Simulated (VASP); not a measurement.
Here is a VASP 6.6.1 calculation.

The input INCAR:

```
PREC = Accurate ; ENCUT = 520
EDIFF = 1E-7 ; ISMEAR = -1
SIGMA = 0.05 ; LREAL = Auto
LASPH = True ; NELM = 120
ALGO = Normal ; ISIF = 2
LWAVE = False ; LCHARG = False
GGA = PS ; IBRION = 2
NSW = 100 ; EDIFFG = -0.03
ISYM = -1 ; GGA_COMPAT = False
NELMIN = 4
```

KPOINTS

```
explicit points
1
Reciprocal
  0.25000000   0.25000000   0.25000000 1
```

POSCAR

```
MgO
1.0
    8.4288080000      0.0000000000      0.0000000000
    0.0000000000      8.4288080000      0.0000000000
    0.0000000000      0.0000000000      8.4288080000
O Mg
32 32
Direct
    0.2523480000      0.0010580000      0.0005910000
    0.2531650000      0.0003630000      0.5016510000
    0.2508040000      0.4988630000      0.0021860000
    0.7497650000      0.9978810000      0.9985390000
    0.7508610000      0.0014190000      0.5010900000
    0.7458070000      0.4980580000      0.9994220000
    0.7480590000      0.5018300000      0.5024920000
    0.0026660000      0.2514280000      0.0015440000
    0.0038470000      0.2494780000      0.5025420000
    0.0012890000      0.7501040000      0.0018430000
    0.9956930000      0.7511510000      0.5004960000
    0.4990760000      0.2469210000      0.0022080000
    0.5019940000      0.2492600000      0.4964610000
    0.5009590000      0.7482350000      0.9974390000
    0.4973190000      0.7516070000      0.4981530000
    0.9997770000      0.9977880000      0.2512760000
    0.9976950000      0.9984060000      0.7505770000
    0.9999200000      0.5031270000      0.2537800000
    0.0035620000      0.4980740000      0.7455840000
    0.5001430000      0.9993210000      0.2494510000
    0.4979440000      0.0001360000      0.7467350000
    0.4992280000      0.5012750000      0.2487580000
    0.4955980000      0.4990660000      0.7517110000
    0.9986850000      0.4970080000      0.5022870000
    0.2497710000      0.2498620000      0.2474710000
    0.2493570000      0.2497420000      0.7497220000
    0.2472680000      0.7487920000      0.2529320000
    0.2472710000      0.7519570000      0.7570240000
    0.7469880000      0.2487210000      0.2476430000
    0.7474390000      0.2491310000      0.7462870000
    0.7466580000      0.7508600000      0.2497800000
    0.7520450000      0.7517360000      0.7575420000
    0.2502880000      0.5002390000      0.5024070000
    0.9930810000      0.9992350000      0.9985100000
    0.0012640000      0.9994950000      0.5012300000
    0.0041160000      0.4986310000      0.0009250000
    0.4971610000      0.9962550000      0.0016210000
    0.4989500000      0.0003670000      0.5012030000
    0.4964290000      0.4997600000      0.0078430000
    0.4967500000      0.4983740000      0.4991660000
    0.2503600000      0.2526840000      0.9999440000
    0.2504420000      0.2483220000      0.5040460000
    0.2509300000      0.7489970000      0.9962050000
    0.2558410000      0.7508680000      0.4986830000
    0.7497790000      0.2544000000      0.0004600000
    0.7504150000      0.2491480000      0.5004440000
    0.7502350000      0.7487950000      0.0023960000
    0.7493710000      0.7521160000      0.4992060000
    0.2507610000      0.0004970000      0.2482390000
    0.2524470000      0.9986380000      0.7490300000
    0.2508950000      0.5023380000      0.2489750000
    0.2494500000      0.4965170000      0.7481130000
    0.7484010000      0.9972230000      0.2544010000
    0.7486520000      0.0011070000      0.7507510000
    0.7476390000      0.4968270000      0.2475340000
    0.7503160000      0.4986850000      0.7561610000
    0.0001240000      0.2546440000      0.2534700000
    0.0035080000      0.2488140000      0.7494010000
    0.9993050000      0.7512670000      0.2446260000
    0.9994050000      0.7527210000      0.7470540000
    0.4987550000      0.2514050000      0.2441950000
    0.5023150000      0.2501310000      0.7501970000
    0.4971410000      0.7466110000      0.2492100000
    0.4961130000      0.7520280000      0.7516240000
```

Potentials or basis: VASP PAW PBE potentials, release 64 (O, Mg).

Launch:

```bash
$ cat potpaw_PBE.64/O/POTCAR potpaw_PBE.64/Mg/POTCAR > POTCAR
$ mpirun -np 1 vasp_std > vasp.out
```

Task: Predict the energy gained by relaxing.

Result: 251.2 meV/atom.

Task: Predict the band gap on the k mesh.

Result: 3.41 eV.

Step by step:
| step | energy change (eV) | largest force (eV/Å) | pressure (GPa) |
| --- | --- | --- | --- |
| 1 | 0.0000 | 8.2397 | 5.55 |
| 3 | -6.0080 | 3.1634 | 5.73 |
| 5 | -7.2651 | 1.6007 | 5.74 |
| 7 | -7.6786 | 1.7926 | 6.20 |
| 9 | -7.9737 | 1.8414 | 6.07 |
| 11 | -8.2361 | 3.7571 | 5.91 |
| 13 | -9.6519 | 3.9148 | 5.49 |
| 15 | -10.3499 | 2.5857 | 5.73 |
| 17 | -11.1229 | 3.4432 | 5.74 |
| 19 | -11.7867 | 1.6360 | 5.21 |
| 21 | -12.9248 | 5.4985 | 3.82 |
| 23 | -14.0456 | 1.0600 | 3.34 |
| 25 | -14.5490 | 2.7768 | 3.08 |
| 27 | -14.6843 | 1.2727 | 3.02 |
| 29 | -14.8811 | 1.8053 | 3.10 |
| 31 | -15.3254 | 1.3759 | 3.33 |
| 33 | -15.6314 | 0.9308 | 3.40 |
| 35 | -15.9308 | 0.8131 | 3.48 |
| 37 | -15.9890 | 0.5349 | 3.51 |
| 39 | -16.0342 | 0.2334 | 3.54 |
| 41 | -16.0665 | 0.1277 | 3.52 |
| 43 | -16.0746 | 0.1149 | 3.55 |
| 45 | -16.0762 | 0.3584 | 3.55 |
| 47 | -16.0787 | 0.0721 | 3.56 |
| 49 | -16.0793 | 0.0281 | 3.56 |

Caveat: the PAW data sets were made with another functional, which shifts forces and pressure a little.
